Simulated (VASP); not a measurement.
# ScTa2N3 (P-3m1) in VASP: further runs, part 2 of 2

VASP 6.6.1.

### Step 4. Single point, PBE

File INCAR:

```
SYSTEM = ScTa2N3
ALGO     = Normal         ! electronic algorithm
EDIFF    = 1E-6           ! SCF threshold, eV
ENCUT    = 520            ! plane-wave cutoff, eV
GGA      = PE             ! functional
ISIF     = 2              ! what is computed and relaxed
ISMEAR   = 0              ! smearing method
LASPH    = .True.         ! aspherical terms in the spheres
LCHARG   = .False.        ! write CHGCAR
LREAL    = .False.        ! projectors in reciprocal space
LWAVE    = .False.        ! write WAVECAR
NBANDS   = 33             ! bands
NELM     = 80             ! most SCF steps
PREC     = Accurate       ! precision mode
SIGMA    = 0.1            ! smearing width, eV
```

File KPOINTS:

```
k-points
0
Gamma
  12 12 6
  0 0 0
```

File POSCAR:

```
ScTa2N3
1.0
    3.1289267201      0.0000000000      0.0000000000
   -1.5644633600      2.7097300262      0.0000000000
    0.0000000000      0.0000000000      7.7139261414
Sc Ta N
1 2 3
Direct
    0.0000000000      0.0000000000      0.0000000000
    0.6666666667      0.3333333333      0.6632643620
    0.3333333333      0.6666666667      0.3367356380
    0.6666666667      0.3333333333      0.1730683808
    0.3333333333      0.6666666667      0.8269316192
    0.0000000000      0.0000000000      0.5000000000
```

Potentials or basis: VASP PAW PBE potentials, release 64 (Sc_sv, Ta_pv, N).

Launch:

```bash
$ cat potpaw_PBE.64/Sc_sv/POTCAR potpaw_PBE.64/Ta_pv/POTCAR potpaw_PBE.64/N/POTCAR > POTCAR
$ mpirun -np 1 vasp_std > vasp.out
```

OUTCAR:

```text
SYSTEM = ScTa2N3
   EDIFF = 1E-6
   ENCUT = 520
   GGA = PE
   ISIF = 2
   ISMEAR = 0
   LASPH = .True.
   LREAL = .False.
   NELM = 80
   PREC = Accurate

 ion  position               nearest neighbor table
   1  0.000  0.000  0.000-   4 2.25   5 2.25   5 2.25   4 2.25   4 2.25   5 2.25   2 3.16   3 3.16
                             3 3.16   2 3.16   3 3.16   2 3.16
   2  0.667  0.333  0.663-   6 2.20   6 2.20   6 2.20   5 2.20   5 2.20   5 2.20   3 3.10   3 3.10
                             3 3.10   1 3.16   1 3.16   1 3.16
   3  0.333  0.667  0.337-   6 2.20   6 2.20   6 2.20   4 2.20   4 2.20   4 2.20   2 3.10   2 3.10
                             2 3.10   1 3.16   1 3.16   1 3.16
   4  0.667  0.333  0.173-   3 2.20   3 2.20   3 2.20   1 2.25   1 2.25   1 2.25
   5  0.333  0.667  0.827-   2 2.20   2 2.20   2 2.20   1 2.25   1 2.25   1 2.25
   6  0.000  0.000  0.500-   2 2.20   3 2.20   3 2.20   2 2.20   2 2.20   3 2.20

  LATTYP: Found a hexagonal cell.
 ALAT       =     3.1289267201
 C/A-ratio  =     2.4653585179

  Lattice vectors:

 A1 = (   3.1289267201,   0.0000000000,   0.0000000000)
 A2 = (  -1.5644633600,   2.7097300262,   0.0000000000)
 A3 = (   0.0000000000,   0.0000000000,   7.7139261414)

Analysis of symmetry for initial positions (statically):
[... 183 lines left out ...]
 val. band max:        8.6688427770   @ k =  -0.0833   0.3333   0.1667
 cond. band min:       8.6780161200   @ k =   0.0000   0.0833   0.1667
 fundamental gap:      0.0091733430
 Fermi energy:         8.6765011857

 k-point     1 :       0.0000    0.0000    0.0000
  band No.  band energies     occupation
      1     -41.0443      2.00000
      2     -27.6057      2.00000
      3     -27.1773      2.00000
      4     -27.0978      2.00000
      5     -27.0978      2.00000
      6     -27.0532      2.00000
[... 853 lines left out ...]
     32      11.4739      0.00000
     33      11.5413      0.00000

 [... further k-points ...]
[... 5 lines left out ...]
  --------------------------------------------------------------------------------------
  -------------------------------------------------------------------------------------
  Total        0.3232119      0.3232119      0.3542716      0.0000000     -0.0000000      0.0000000
  in kB        7.9177352      7.9177352      8.6786078      0.0000000     -0.0000000      0.0000000
  external PRESSURE =       8.1713594 kB  Pullay stress =       0.0000000 kB

 VOLUME and BASIS-vectors are now :
 -----------------------------------------------------------------------------
  energy-cutoff  :      520.00
  volume of cell :       65.40
      direct lattice vectors                 reciprocal lattice vectors
     3.128926720  0.000000000  0.000000000     0.319598408  0.184520227  0.000000000
    -1.564463360  2.709730026  0.000000000     0.000000000  0.369040454  0.000000000
     0.000000000  0.000000000  7.713926141     0.000000000  0.000000000  0.129635672

 POSITION                                       TOTAL-FORCE (eV/Angst)
 -----------------------------------------------------------------------------------
      0.00000      0.00000      0.00000        -0.000000      0.000000      0.000000
      1.56446      0.90324      5.11637        -0.000000      0.000000      0.012046
     -0.00000      1.80649      2.59755        -0.000000     -0.000000     -0.012046
      1.56446      0.90324      1.33504        -0.000000      0.000000      0.022939
     -0.00000      1.80649      6.37889         0.000000      0.000000     -0.022939
      0.00000      0.00000      3.85696        -0.000000      0.000000      0.000000
 -----------------------------------------------------------------------------------
    total drift:                               -0.000000      0.000000      0.000000

  FREE ENERGIE OF THE ION-ELECTRON SYSTEM (eV)
  ---------------------------------------------------
  free  energy   TOTEN  =       -62.6638629507 eV

  energy  without entropy=      -62.6522686286  energy(sigma->0) =      -62.65806579
```

Run time: 1.7 min. Hardware: 1 thread of Intel Xeon 6975P-C (Granite Rapids), shared host; peak memory 0.32 GiB.

What came out:

- Free energy: -62.6639 eV
- Pressure: 0.8 GPa
- Largest force: 0.023 eV/Å
- Band gap on the k mesh: zero (band 24 reaches 9.44 eV, above the bottom of band 25 at 7.52 eV)

Forces on the atoms (eV/Å):
```
Sc   0.000  0.000  0.000
Ta   0.000  0.000  0.012
Ta   0.000  0.000 -0.012
N    0.000  0.000  0.023
N    0.000  0.000 -0.023
N    0.000  0.000  0.000
```

Caveat: spin-orbit coupling is left out, which moves the levels of the heavy elements.

### Step 5. Relaxation of cell and atoms, PBE

This run uses another cell than the first one, of 14.95 Å³/atom, 1.369 times its volume.

File INCAR:

```
SYSTEM = ScTa2N3
PREC = Accurate
ENCUT = 600
EDIFF = 1E-7
ISMEAR = 0
SIGMA = 0.1
LREAL = .False.
LASPH = .True.
NELM = 60
ALGO = Normal
ISIF = 3
LWAVE = .False.
LCHARG = .False.
GGA = PE
IBRION = 2
NSW = 90
EDIFFG = -0.04
```

File KPOINTS:

```
regular mesh
0
Gamma
  6 6 4
  0 0 0
```

File POSCAR:

```
ScTa2N3
1.0
    4.0230782600      0.0000000000      0.0000000000
   -2.0115391300      3.4840879700      0.0000000000
    0.0000000000      0.0000000000      6.3996789400
Sc Ta N
1 2 3
Direct
    0.0000000000      0.0000000000      0.0000000000
    0.6666666700      0.3333333300      0.7472822100
    0.3333333300      0.6666666700      0.2527177900
    0.6666666700      0.3333333300      0.3520774200
    0.3333333300      0.6666666700      0.6479225800
    0.0000000000      0.0000000000      0.5000000000
```

Launch:

```bash
$ cat potpaw_PBE.64/Sc_sv/POTCAR potpaw_PBE.64/Ta_pv/POTCAR potpaw_PBE.64/N/POTCAR > POTCAR
$ mpirun -np 1 vasp_std > vasp.out
```

Wall time 18 min (1 thread of Intel Xeon 6975P-C (Granite Rapids), shared host); peak memory 0.27 GiB.

The run converged. Its results:

* Free energy: -62.6291 eV
* Relaxed volume: 10.95 Å³/atom
* Relaxed cell: a = 3.143 Å, b = 3.143 Å, c = 7.683 Å, α = 90.00°, β = 90.00°, γ = 120.00°
* Space group after relaxing (to 0.05 Å): P-3m1 (No. 164)
* Energy gained by relaxing: 2682.5 meV/atom
* Ionic steps: 34
* Pressure after relaxing: -0.2 GPa
* Largest force after relaxing: 0.021 eV/Å
* Band gap on the k mesh: zero (band 24 reaches 9.06 eV, above the bottom of band 25 at 7.56 eV)

Forces on the atoms (eV/Å):
```
Sc   0.000  0.000  0.000
Ta   0.000  0.000 -0.021
Ta   0.000  0.000  0.021
N    0.000  0.000  0.019
N    0.000  0.000 -0.019
N    0.000  0.000  0.000
```

Step by step:
| step | energy change (eV) | largest force (eV/Å) | pressure (GPa) | volume (Å³) |
| --- | --- | --- | --- | --- |
| 1 | 0.0000 | 6.7397 | -22.93 | 89.70 |
| 2 | -5.3146 | 5.8503 | 35.48 | 64.67 |
| 3 | -5.3085 | 5.9711 | 37.12 | 64.39 |
| 4 | -8.3119 | 7.0633 | 45.64 | 63.61 |
| 5 | -8.5857 | 7.6437 | 50.28 | 63.36 |
| 6 | -11.2723 | 1.7643 | -6.80 | 73.52 |
| 7 | -11.2761 | 1.6294 | -8.20 | 73.93 |
| 8 | -11.4964 | 1.5122 | -5.80 | 72.26 |
| 9 | -11.9254 | 1.4834 | 4.95 | 67.37 |
| 10 | -11.6015 | 1.7433 | 46.50 | 58.20 |
| 11 | -12.0056 | 1.5771 | 14.17 | 64.59 |
| 12 | -12.1674 | 1.4091 | 11.68 | 64.71 |
| 13 | -12.5830 | 0.8451 | 5.62 | 65.05 |
| 14 | -12.9888 | 0.8740 | -2.09 | 65.66 |
| 15 | -13.1704 | 1.4950 | -2.39 | 65.68 |
| 16 | -13.2620 | 3.6213 | -1.30 | 65.61 |
| 17 | -13.3120 | 2.7447 | -2.15 | 65.66 |
| 18 | -13.6469 | 2.8963 | -1.14 | 65.48 |
| 19 | -14.5227 | 3.2430 | 2.49 | 64.76 |
| 20 | -15.2175 | 3.6650 | 14.43 | 62.57 |
| 21 | -15.7756 | 2.2495 | -0.34 | 65.37 |
| 22 | -15.8812 | 1.4966 | -7.22 | 67.00 |
| 23 | -15.8836 | 1.4018 | -8.07 | 67.22 |
| 24 | -16.0153 | 0.6173 | -1.95 | 65.76 |
| 25 | -16.0281 | 0.2785 | 0.98 | 65.16 |
| 26 | -16.0451 | 0.2838 | 0.47 | 65.31 |
| 27 | -16.0736 | 0.3631 | -0.94 | 65.74 |
| 28 | -16.0616 | 0.4127 | -3.12 | 66.53 |
| 29 | -16.0799 | 0.4396 | -1.71 | 65.99 |
| 30 | -16.0926 | 0.1432 | 1.46 | 65.31 |
| 31 | -16.0926 | 0.1510 | 1.39 | 65.32 |
| 32 | -16.0943 | 0.1356 | -0.22 | 65.72 |
| 33 | -16.0951 | 0.0501 | 0.32 | 65.58 |
| 34 | -16.0952 | 0.0208 | -0.24 | 65.71 |

Final structure:
```
CELL_PARAMETERS angstrom
3.14258 0.00000 0.00000
-1.57129 2.72155 0.00000
0.00000 0.00000 7.68320
ATOMIC_POSITIONS crystal
Sc 0.00000 0.00000 0.00000
Ta 0.66667 0.33333 0.66266
Ta 0.33333 0.66667 0.33734
N 0.66667 0.33333 0.17446
N 0.33333 0.66667 0.82554
N 0.00000 0.00000 0.50000
```

Levels at points of the mesh, in eV from the Fermi level:
```csv
k point,band 22,band 23,band 24,band 25,band 26,band 27
"(0.00, 0.00, 0.00)",-3.08,-1.41,-1.41,-1.13,0.78,0.90
"(0.50, 0.00, 0.00)",-3.92,-3.91,0.08,0.76,2.11,2.13
"(0.00, 0.00, 0.50)",-4.00,-1.15,-1.15,-0.78,-0.08,0.22
"(0.50, 0.00, 0.50)",-4.53,-2.63,-1.72,2.05,2.11,2.54
```

Caveat: the volume moved by over 15 % at a fixed basis, so the end points are rough; spin-orbit coupling is left out, which moves the levels of the heavy elements.

### Step 6. Relaxation of cell and atoms, PBE

File INCAR:

```
SYSTEM = ScTa2N3
  PREC = Accurate
  ENCUT = 600
  EDIFF = 1E-6
  ISMEAR = 0
  SIGMA = 0.1
  LREAL = .FALSE.
  LASPH = .TRUE.
  NELM = 100
  ALGO = Normal
  ISIF = 3
  LWAVE = .FALSE.
  LCHARG = .FALSE.
  GGA = PE
  IBRION = 2
  NSW = 100
  EDIFFG = -0.01
```

File KPOINTS:

```
Automatic mesh
0
G
  12 12 6
  0 0 0
```

File POSCAR:

```
ScTa2N3
1.0
    3.1372266977      0.0000000000      0.0000000000
   -1.5686133488      2.7169180176      0.0000000000
    0.0000000000      0.0000000000      7.6864989956
Sc Ta N
1 2 3
Direct
    0.0000000000      0.0000000000      0.0000000000
    0.6666666667      0.3333333333      0.6626138672
    0.3333333333      0.6666666667      0.3373861328
    0.6666666667      0.3333333333      0.1742511925
    0.3333333333      0.6666666667      0.8257488075
    0.0000000000      0.0000000000      0.5000000000
```

Potentials or basis: VASP PAW PBE potentials, release 64 (Sc_sv, Ta_pv, N).

Launch:

```bash
$ cat potpaw_PBE.64/Sc_sv/POTCAR potpaw_PBE.64/Ta_pv/POTCAR potpaw_PBE.64/N/POTCAR > POTCAR
$ mpirun -np 1 vasp_std > vasp.out
```

OUTCAR:

```text
SYSTEM = ScTa2N3
   PREC = Accurate
   ENCUT = 600
   EDIFF = 1E-6
   ISMEAR = 0
   LREAL = .FALSE.
   LASPH = .TRUE.
   NELM = 100
   ISIF = 3
   GGA = PE
   IBRION = 2
   NSW = 100
   EDIFFG = -0.01

 ion  position               nearest neighbor table
   1  0.000  0.000  0.000-   4 2.25   5 2.25   5 2.25   4 2.25   4 2.25   5 2.25   2 3.16   3 3.16
                             3 3.16   2 3.16   3 3.16   2 3.16
   2  0.667  0.333  0.663-   6 2.20   6 2.20   6 2.20   5 2.20   5 2.20   5 2.20   3 3.09   3 3.09
                             3 3.09   1 3.16   1 3.16   1 3.16
   3  0.333  0.667  0.337-   6 2.20   6 2.20   6 2.20   4 2.20   4 2.20   4 2.20   2 3.09   2 3.09
                             2 3.09   1 3.16   1 3.16   1 3.16
   4  0.667  0.333  0.174-   3 2.20   3 2.20   3 2.20   1 2.25   1 2.25   1 2.25
   5  0.333  0.667  0.826-   2 2.20   2 2.20   2 2.20   1 2.25   1 2.25   1 2.25
   6  0.000  0.000  0.500-   2 2.20   3 2.20   3 2.20   2 2.20   2 2.20   3 2.20

  LATTYP: Found a hexagonal cell.
 ALAT       =     3.1372266977
 C/A-ratio  =     2.4500935815

  Lattice vectors:

 A1 = (   3.1372266977,   0.0000000000,   0.0000000000)
 A2 = (  -1.5686133488,   2.7169180176,   0.0000000000)
 A3 = (   0.0000000000,   0.0000000000,   7.6864989956)

Analysis of symmetry for initial positions (statically):
=====================================================================
 Subroutine PRICEL returns:
 Original cell was already a primitive cell.

 Routine SETGRP: Setting up the symmetry group for a
 hexagonal supercell.

 Subroutine GETGRP returns: Found 12 space group operations
 (whereof 12 operations were pure point group operations)
 out of a pool of 24 trial point group operations.

The static configuration has the point symmetry D_3d.

Analysis of symmetry for dynamics (positions and initial velocities):
=====================================================================
 Subroutine PRICEL returns:
 Original cell was already a primitive cell.

 Routine SETGRP: Setting up the symmetry group for a
 hexagonal supercell.

[... 136 lines left out ...]
   LORBIT       =      0    0 simple, 1 ext, 2 COOP (PROOUT), +10 PAW based schemes
   GGA     = PE    functional components
   LHFCALC =     F    Hartree Fock is set to
   AEXX    =    0.0000 exact exchange contribution
   IVDW    =     0    specifies the selected vdW correction
   LEPSILON=     F    determine dielectric tensor
   LRPA    =     F    only Hartree local field effects (RPA)
 conjugate gradient relaxation of ions
 non-spin polarized calculation
 Gauss-broadening in eV      SIGMA  =   0.10
  energy-cutoff  :      600.00
  volume of cell :       65.52
 maximum number of plane-waves:      2215
 NGX is ok and might be reduce to    28
   NGX = 13   NGY = 13   NGZ = 31

--------------------------------------- Ionic step        1  -------------------------------------------

 number of electron      47.9999999 magnetization

 Free energy of the ion-electron system (eV)
  ---------------------------------------------------
  ext. energy  EPLUGINS =         0.00000000
  ---------------------------------------------------
  free energy    TOTEN  =       -62.66998463 eV

  energy without entropy =      -62.65796407  energy(sigma->0) =      -62.66397435

------------------------ aborting loop because EDIFF is reached ----------------------------------------

  FORCE on cell =-STRESS in cart. coord.  units (eV):
  Direction    XX          YY          ZZ          XY          YZ          ZX
  --------------------------------------------------------------------------------------
  -------------------------------------------------------------------------------------
  Total        0.0874281      0.0874281      0.3757137      0.0000000     -0.0000000      0.0000000
  in kB        2.1380141      2.1380141      9.1879085      0.0000000     -0.0000000      0.0000000
  external PRESSURE =       4.4879789 kB  Pullay stress =       0.0000000 kB
[... 267 lines left out ...]
--------------------------------------- Ionic step        8  -------------------------------------------

 number of electron      47.9999998 magnetization

 Free energy of the ion-electron system (eV)
  ---------------------------------------------------
  ext. energy  EPLUGINS =         0.00000000
  ---------------------------------------------------
  free energy    TOTEN  =       -62.67106123 eV

  energy without entropy =      -62.65945720  energy(sigma->0) =      -62.66525921

 E-fermi :   8.6513     XC(G=0): -12.9042

 val. band max:        8.6450148960   @ k =  -0.0833   0.3333   0.1667
 cond. band min:       8.6516516904   @ k =   0.0000   0.0833   0.1667
 fundamental gap:      0.0066367944
 Fermi energy:         8.6513232196

 k-point     1 :       0.0000    0.0000    0.0000
  band No.  band energies     occupation
      1     -41.0824      2.00000
      2     -27.6300      2.00000
      3     -27.2049      2.00000
      4     -27.1272      2.00000
      5     -27.1272      2.00000
      6     -27.0828      2.00000
[... 733 lines left out ...]
     27       9.9210      0.00000
     28      10.0108      0.00000

 [... further k-points ...]
[... 5 lines left out ...]
  --------------------------------------------------------------------------------------
  -------------------------------------------------------------------------------------
  Total        0.0209025      0.0209025      0.0120367      0.0000000      0.0000000     -0.0000000
  in kB        0.5107368      0.5107368      0.2941092      0.0000000      0.0000000     -0.0000000
  external PRESSURE =       0.4385276 kB  Pullay stress =       0.0000000 kB
[... 21 lines left out ...]
  FREE ENERGIE OF THE ION-ELECTRON SYSTEM (eV)
  ---------------------------------------------------
  free  energy   TOTEN  =       -62.6710612300 eV

  energy  without entropy=      -62.6594571963  energy(sigma->0) =      -62.66525921

 reached required accuracy - stopping structural energy minimisation
```

Wall time 9 min (1 thread of Intel Xeon 6975P-C (Granite Rapids), shared host); peak memory 0.38 GiB.

Results:

| Property | Result |
| --- | --- |
| Free energy | -62.6711 eV |
| Relaxed volume | 10.93 Å³/atom |
| Relaxed cell | a = 3.131 Å, b = 3.131 Å, c = 7.722 Å, α = 90.00°, β = 90.00°, γ = 120.00° |
| Space group after relaxing (to 0.05 Å) | P-3m1 (No. 164) |
| Energy gained by relaxing | 0.2 meV/atom |
| Ionic steps | 8 |
| Pressure after relaxing | 0.0 GPa |
| Largest force after relaxing | 0.005 eV/Å |
| Band gap on the k mesh | zero (band 24 reaches 9.41 eV, above the bottom of band 25 at 7.50 eV) |

Forces in eV/Å, atoms in the order of the input:
```
Sc   0.000  0.000  0.000
Ta   0.000  0.000 -0.001
Ta   0.000  0.000  0.001
N    0.000  0.000 -0.005
N    0.000  0.000  0.005
N    0.000  0.000  0.000
```

The path:
```tsv
step	energy change (eV)	largest force (eV/Å)	pressure (GPa)	volume (Å³)
1	0.0000	0.0644	0.45	65.52
2	-0.0001	0.0311	-0.87	65.81
3	-0.0005	0.0290	-0.29	65.67
4	-0.0008	0.0432	-0.08	65.61
5	-0.0008	0.0668	0.09	65.57
6	-0.0009	0.0575	0.03	65.59
7	-0.0011	0.0148	0.04	65.57
8	-0.0011	0.0050	0.04	65.57
```

Final structure:
```xyz
6
Lattice="3.1314 0.0000 0.0000 -1.5657 2.7118 0.0000 0.0000 0.0000 7.7217" Properties=species:S:1:pos:R:3 pbc="T T T"
Sc    0.0000    0.0000    0.0000
Ta    1.5657    0.9039    5.1211
Ta    0.0000    1.8079    2.6006
N     1.5657    0.9039    1.3389
N     0.0000    1.8079    6.3827
N     0.0000    0.0000    3.8608
```

Caveat: spin-orbit coupling is left out, which moves the levels of the heavy elements.

### Step 7. The runs side by side

```csv
task,cell,k mesh,cutoff (eV),gap on the mesh (eV),pressure (GPa),relaxed volume (Å³/atom),largest force (eV/Å)
single point,"a = 3.137, b = 3.137, c = 7.686 Å, angles 90.0, 90.0, 120.0°, 6 atoms",6 × 6 × 4,520,none,0.7,-,0.03
single point,"a = 4.023, b = 4.023, c = 6.400 Å, angles 90.0, 90.0, 120.0°, 6 atoms",6 × 6 × 4,520,none,-22.9,-,6.74
single point,"a = 3.129, b = 3.129, c = 7.714 Å, angles 90.0, 90.0, 120.0°, 6 atoms",12 × 12 × 6,520,none,0.8,-,0.02
relaxation of cell and atoms,"relaxed from a = 4.023, b = 4.023, c = 6.400 Å, angles 90.0, 90.0, 120.0°, 6 atoms",6 × 6 × 4,600,none,-0.2,10.95,0.02
relaxation of cell and atoms,"relaxed from a = 3.137, b = 3.137, c = 7.686 Å, angles 90.0, 90.0, 120.0°, 6 atoms",12 × 12 × 6,600,none,0.0,10.93,0.01
```

Alike in all rows: level PBE; potentials or basis VASP PAW PBE potentials, release 64 (Sc_sv, Ta_pv, N); no spin polarisation; smearing gaussian 0.1 eV.

Caveats: some runs use coarse meshes; spin-orbit coupling is left out, which moves the levels of the heavy elements; forces of over 1 eV/Å act on the atoms, so gaps and moduli don't describe the material at rest (some runs); the volume moved by over 15 % at a fixed basis, so the end points are rough (some runs).

Total energies depend on the potentials used, so only differences within one code and one set of settings carry meaning.
